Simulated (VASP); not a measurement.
# AlN (I-4m2) in VASP: single point with HSE06

Aim: the single point of AlN with HSE06.

All numbers are computed with VASP 6.6.1; they aren't measurements. Logs are shortened: lines on timing, memory, paths and dates and some standing lists are left out, and cuts for length are marked.

## Step 1: The cell of the first run

The structure is tetragonal, space group I-4m2 (No. 119). Conventional cell: a = 2.997 Å, b = 2.997 Å, c = 4.498 Å, α = 90.00°, β = 90.00°, γ = 90.00°. Within 2.5 Å of Al (site symmetry -4m2) lie 4 N at 1.87 Å. Within 2.5 Å of N (site symmetry -4m2) lie 4 Al at 1.87 Å.

## Step 2: Single point, HSE06 (epitaxial xy strain -3.0%)

POSCAR

```
AlN
1.0
    0.0000000000      2.1193301201      2.2489384552
    2.1193301201      0.0000000000      2.2489384552
    2.1193301201      2.1193301201      0.0000000000
Al N
1 1
Direct
    0.0000000000      0.0000000000      0.0000000000
    0.2500000000      0.2500000000      0.2500000000
```

INCAR.step1

```
ALGO     = Normal         # electronic algorithm
EDIFF    = 1E-5           # SCF threshold, eV
ENCUT    = 520            # plane-wave cutoff, eV
GGA      = PE             # functional
ISIF     = 2              # what is computed and relaxed
ISMEAR   = 0              # smearing method
LASPH    = T              # aspherical terms in the spheres
LCHARG   = F              # write CHGCAR
LREAL    = F              # projectors in reciprocal space
LWAVE    = T              # write WAVECAR
NBANDS   = 11             # bands
NELM     = 100            # most SCF steps
PREC     = Accurate       # precision mode
SIGMA    = 0.01           # smearing width, eV
```

INCAR.step2

```
ALGO     = Normal         # electronic algorithm
EDIFF    = 1E-6           # SCF threshold, eV
ENCUT    = 520            # plane-wave cutoff, eV
GGA      = PE             # functional
HFSCREEN = 0.2079         # screening, 1/A
ISIF     = 2              # what is computed and relaxed
ISMEAR   = 0              # smearing method
ISTART   = 1            
LASPH    = T              # aspherical terms in the spheres
LCHARG   = F              # write CHGCAR
LHFCALC  = T              # exact exchange
LREAL    = F              # projectors in reciprocal space
LWAVE    = F              # write WAVECAR
NBANDS   = 11             # bands
NELM     = 100            # most SCF steps
PREC     = Accurate       # precision mode
PRECFOCK = Normal       
SIGMA    = 0.01           # smearing width, eV
```

KPOINTS

```
k-points
0
Gamma
  8 8 8
```

Potentials or basis: VASP PAW PBE potentials, release 64 (Al, N).

Started as:

```console
cat potpaw_PBE.64/Al/POTCAR potpaw_PBE.64/N/POTCAR > POTCAR
cp INCAR.step1 INCAR
mpirun -np 1 vasp_std > vasp.out
cp INCAR.step2 INCAR
mpirun -np 1 vasp_std > vasp.out
```

OUTCAR:

```text
EDIFF = 1E-6
   ENCUT = 520
   GGA = PE
   HFSCREEN = 0.2079
   ISIF = 2
   ISMEAR = 0
   ISTART = 1
   LASPH = T
   LHFCALC = T
   LREAL = F
   NELM = 100
   PREC = Accurate
   PRECFOCK = Normal

 ion  position               nearest neighbor table
   1  0.000  0.000  0.000-   2 1.87   2 1.87   2 1.87   2 1.87
   2  0.250  0.250  0.250-   1 1.87   1 1.87   1 1.87   1 1.87

  LATTYP: Found a body centered tetragonal cell.
 ALAT       =     2.9971853990
 C/A-ratio  =     1.5007002610

  Lattice vectors:

 A1 = (  -2.1193301201,   0.0000000000,   2.2489384552)
 A2 = (   2.1193301201,   0.0000000000,   2.2489384552)
 A3 = (   0.0000000000,   2.1193301201,  -2.2489384552)

Analysis of symmetry for initial positions (statically):
=====================================================================
 Subroutine PRICEL returns:
 Original cell was already a primitive cell.

 Routine SETGRP: Setting up the symmetry group for a
 body centered tetragonal supercell.

 Subroutine GETGRP returns: Found  8 space group operations
 (whereof  8 operations were pure point group operations)
 out of a pool of 16 trial point group operations.

The static configuration has the point symmetry D_2d.

Analysis of symmetry for dynamics (positions and initial velocities):
=====================================================================
 Subroutine PRICEL returns:
 Original cell was already a primitive cell.

 Routine SETGRP: Setting up the symmetry group for a
 body centered tetragonal supercell.

 Subroutine GETGRP returns: Found  8 space group operations
 (whereof  8 operations were pure point group operations)
 out of a pool of 16 trial point group operations.

The dynamic configuration has the point symmetry D_2d.

 Subroutine INISYM returns: Found  8 space group operations
 (whereof  8 operations are pure point group operations),
 and found     1 'primitive' translations

----------------------------------------------------------------------------------------

                                     Primitive cell

  volume of cell :      20.2025

  direct lattice vectors                    reciprocal lattice vectors
     0.000000000  2.119330120  2.248938455    -0.235923604  0.235923604  0.222327116
     2.119330120  0.000000000  2.248938455     0.235923604 -0.235923604  0.222327116
     2.119330120  2.119330120  0.000000000     0.235923604  0.235923604 -0.222327116

  length of vectors
     3.090191634  3.090191634  2.997185399     0.400935456  0.400935456  0.400935456

  position of ions in fractional coordinates (direct lattice)
     0.000000000  0.000000000  0.000000000
     0.250000000  0.250000000  0.250000000

  ion indices of the primitive-cell ions
   primitive index   ion index
                 1           1
                 2           2

----------------------------------------------------------------------------------------

 KPOINTS: k-points

Automatic generation of k-mesh.
 Grid dimensions read from file:
 generate k-points for:    8    8    8

 Generating k-lattice:

  Cartesian coordinates                     Fractional coordinates (reciprocal lattice)
    -0.029490451  0.029490451  0.027790889     0.125000000  0.000000000  0.000000000
     0.029490451 -0.029490451  0.027790889     0.000000000  0.125000000  0.000000000
     0.029490451  0.029490451 -0.027790889     0.000000000  0.000000000  0.125000000

  Length of vectors
     0.050116932  0.050116932  0.050116932

  Shift w.r.t. Gamma in fractional coordinates (k-lattice)
     0.000000000  0.000000000  0.000000000

 Subroutine IBZKPT returns following result:
 ===========================================

 Found     59 irreducible k-points:

 Following reciprocal coordinates:
            Coordinates               Weight
  0.000000  0.000000  0.000000      1.000000
  0.125000 -0.000000  0.000000      8.000000
  0.250000 -0.000000  0.000000      8.000000
  0.375000 -0.000000  0.000000      8.000000
  0.500000 -0.000000  0.000000      4.000000
  0.125000  0.125000  0.000000      2.000000
[... 16 lines left out ...]
  0.250000 -0.000000  0.125000     16.000000
  0.375000  0.000000  0.125000     16.000000
 [... further k-points ...]
   k-points           NKPTS =     59   k-points in BZ     NKDIM =    512   number of bands    NBANDS=     11
   number of dos      NEDOS =    301   number of ions     NIONS =      2
   total plane-waves  NPLWV =  13824
   dimension x,y,z NGX =    24 NGY =   24 NGZ =   24
   dimension x,y,z NGXF=    48 NGYF=   48 NGZF=   48
   ions per type =               1   1
   NGX,Y,Z   is equivalent  to a cutoff of  12.91, 12.91, 13.31 a.u.
   NGXF,Y,Z  is equivalent  to a cutoff of  25.82, 25.82, 26.62 a.u.
 SYSTEM =  unknown system
   PREC   = accura    normal or accurate (medium, high low for compatibility)
   ISTART =      1    job   : 0-new  1-cont  2-samecut
   ICHARG =      0    charge: 1-file 2-atom 10-const
   ISPIN  =      1    spin polarized calculation?
   LNONCOLLINEAR =      F non collinear calculations
   LSORBIT =      F    spin-orbit coupling
   LASPH  =      T    aspherical Exc in radial PAW
   ENCUT  =  520.0 eV  38.22 Ry    6.18 a.u.   5.75  5.75  5.57*2*pi/ulx,y,z
   NELM   =    100;   NELMIN=  2; NELMDL=  0     # of ELM steps
   EDIFF  = 0.1E-05   stopping-criterion for ELM
   LREAL  =      F    real-space projection
   EDIFFG = 0.1E-04   stopping-criterion for IOM
   NSW    =      0    number of steps for IOM
   IBRION =     -1    ionic relax: 0-MD 1-quasi-New 2-CG
   NFREE  =      0    steps in history (QN), initial steepest desc. (CG)
   ISIF   =      2    stress and relaxation
   ISYM   =      3    0-nonsym 1-usesym 2-fastsym
   POTIM  = 0.5000    time-step for ionic-motion
   TEBEG  =    0.0;   TEEND  =   0.0 temperature during run
   PSTRESS=    0.0 pullay stress
   NELECT =       8.0000    total number of electrons
   NUPDOWN=      -1.0000    fix difference up-down
   EMIN   =  10.00;   EMAX   =-10.00  energy-range for DOS
   EFERMI =   0.00;   METHOD = LEGACY
   ISMEAR =     0;   SIGMA  =   0.01  broadening in eV -4-tet -1-fermi 0-gaus
   EFERMI_NEDOS =   21; number of points for ismear=-14 and -15
   IALGO  =     38    algorithm
   IMIX   =      1    mixing-type and parameters
     AMIX     =   0.40;   BMIX     =  1.00
     AMIX_MAG =   1.60;   BMIX_MAG =  1.00
  volume/ion in A,a.u.               =      10.10        68.17
  Fermi-wavevector in a.u.,A,eV,Ry     =   1.202181  2.271793 19.663676  1.445239
  Thomas-Fermi vector in A             =   2.337970
   LORBIT       =      0    0 simple, 1 ext, 2 COOP (PROOUT), +10 PAW based schemes
   GGA     = PE    functional components
   LHFCALC =     T    Hartree Fock is set to
   PRECFOCK=normal    Normal, Fast or Accurate (Low or Medium for compatibility)
   ENCUT4O =  -1.0   cutoff for four orbital integrals eV
   NKREDX  =     1    reduce k-point grid by
   NKREDY  =     1    reduce k-point grid by
   NKREDZ  =     1    reduce k-point grid by
   AEXX    =    0.2500 exact exchange contribution
   HFSCREEN=    0.2079 screening length (either q_TF or 0.3 A-1)
   HFSCREENC=   0.2079 screening length for correlation (either q_TF or 0.3 A-1)
   ENCUTFOCK=  -1.0 apply spherical cutoff to Coloumb kernel
   IVDW    =     0    specifies the selected vdW correction
   LEPSILON=     F    determine dielectric tensor
   LRPA    =     F    only Hartree local field effects (RPA)
 non-spin polarized calculation
 Gauss-broadening in eV      SIGMA  =   0.01
  energy-cutoff  :      520.00
  volume of cell :       20.20
 maximum number of plane-waves:       556
  NGX = 18; NGY = 18; NGZ = 18

 number of electron       7.9999999 magnetization

 Free energy of the ion-electron system (eV)
  ---------------------------------------------------
  ext. energy  EPLUGINS =         0.00000000
  ---------------------------------------------------
  free energy    TOTEN  =       -17.36098846 eV

  energy without entropy =      -17.36098846  energy(sigma->0) =      -17.36098846

 E-fermi :   5.5662     XC(G=0):  -9.1214

 val. band max:        5.4593054828   @ k =  -0.1250   0.1250   0.0000
 cond. band min:       9.8415251079   @ k =   0.5000   0.0000   0.5000
 fundamental gap:      4.3822196251
 Fermi energy:         5.5661883389

 k-point     1 :       0.0000    0.0000    0.0000
  band No.  band energies     occupation
      1     -11.3292      2.00000
      2       5.1534      2.00000
      3       5.4410      2.00000
      4       5.4410      2.00000
      5      11.1737      0.00000
      6      19.8997      0.00000
      7      19.8997      0.00000
      8      19.9473      0.00000
      9      23.9709      0.00000
     10      25.1726      0.00000
     11      26.2472      0.00000

 k-point     2 :       0.1250   -0.0000    0.0000
  band No.  band energies     occupation
      1     -11.0760      2.00000
      2       4.0877      2.00000
      3       5.1365      2.00000
      4       5.3823      2.00000
      5      12.1446      0.00000
      6      19.1950      0.00000
      7      20.0925      0.00000
      8      20.1809      0.00000
      9      22.6866      0.00000
     10      24.2603      0.00000
     11      25.7733      0.00000

 k-point     3 :       0.2500   -0.0000    0.0000
  band No.  band energies     occupation
      1     -10.3805      2.00000
      2       1.7799      2.00000
      3       4.8572      2.00000
      4       5.2505      2.00000
      5      13.5450      0.00000
      6      18.0056      0.00000
      7      19.4322      0.00000
      8      20.0973      0.00000
      9      23.4770      0.00000
     10      23.8576      0.00000
     11      25.0316      0.00000
[... 267 lines left out ...]
 k-point    23 :       0.2500   -0.0000    0.1250
  band No.  band energies     occupation
      1     -10.4202      2.00000
      2       2.4598      2.00000
      3       4.5359      2.00000
      4       4.8606      2.00000
      5      13.4611      0.00000
      6      18.1062      0.00000
      7      19.3147      0.00000
      8      20.2732      0.00000
      9      21.8723      0.00000
     10      25.0830      0.00000
     11      27.1758      0.00000

 k-point    24 :       0.3750    0.0000    0.1250
  band No.  band energies     occupation
      1      -9.5832      2.00000
      2       0.4376      2.00000
      3       4.2723      2.00000
      4       4.6436      2.00000
      5      14.1207      0.00000
      6      17.0451      0.00000
      7      18.9782      0.00000
      8      19.6935      0.00000
      9      23.1882      0.00000
     10      26.5118      0.00000
     11      27.6659      0.00000

 [... further k-points ...]

------------------------ aborting loop because EDIFF is reached ----------------------------------------

  FORCE on cell =-STRESS in cart. coord.  units (eV):
  Direction    XX          YY          ZZ          XY          YZ          ZX
  --------------------------------------------------------------------------------------
  -------------------------------------------------------------------------------------
  Total        1.1887660      1.1887660     -0.0880237      0.0000000      0.0000000      0.0000000
  in kB       94.2762239     94.2762239     -6.9808035      0.0000000      0.0000000      0.0000000
  external PRESSURE =      60.5238815 kB  Pullay stress =       0.0000000 kB

 VOLUME and BASIS-vectors are now :
 -----------------------------------------------------------------------------
  energy-cutoff  :      520.00
  volume of cell :       20.20
      direct lattice vectors                 reciprocal lattice vectors
     0.000000000  2.119330120  2.248938455    -0.235923604  0.235923604  0.222327116
     2.119330120  0.000000000  2.248938455     0.235923604 -0.235923604  0.222327116
     2.119330120  2.119330120  0.000000000     0.235923604  0.235923604 -0.222327116

 POSITION                                       TOTAL-FORCE (eV/Angst)
 -----------------------------------------------------------------------------------
      0.00000      0.00000      0.00000         0.000000      0.000000      0.000000
      1.05967      1.05967      1.12447        -0.000000     -0.000000     -0.000000
 -----------------------------------------------------------------------------------
    total drift:                               -0.000000     -0.000000     -0.000000

  FREE ENERGIE OF THE ION-ELECTRON SYSTEM (eV)
  ---------------------------------------------------
  free  energy   TOTEN  =       -17.3609884550 eV

  energy  without entropy=      -17.3609884550  energy(sigma->0) =      -17.36098846
```

Run time: 49 min. Hardware: 1 thread of Intel Xeon Platinum 8259CL at 2.50GHz (Skylake/Cascade Lake), shared host; peak memory 0.26 GiB.

What came out:

* Free energy: -17.3610 eV
* Pressure: 6.1 GPa
* Band gap on the k mesh: 4.38 eV (least direct gap 5.73 eV)

Stress tensor (GPa, compression positive):
```
 9.43  0.00  0.00
 0.00  9.43  0.00
 0.00  0.00 -0.70
```

Caveat: the cell differs from its parent crystal (epitaxial xy strain -3.0%); the stress differs along the axes, from -1 to 9 GPa; the structure was generated, so it needn't be the stable form of AlN; the PAW data sets were made with another functional, which shifts forces and pressure a little.
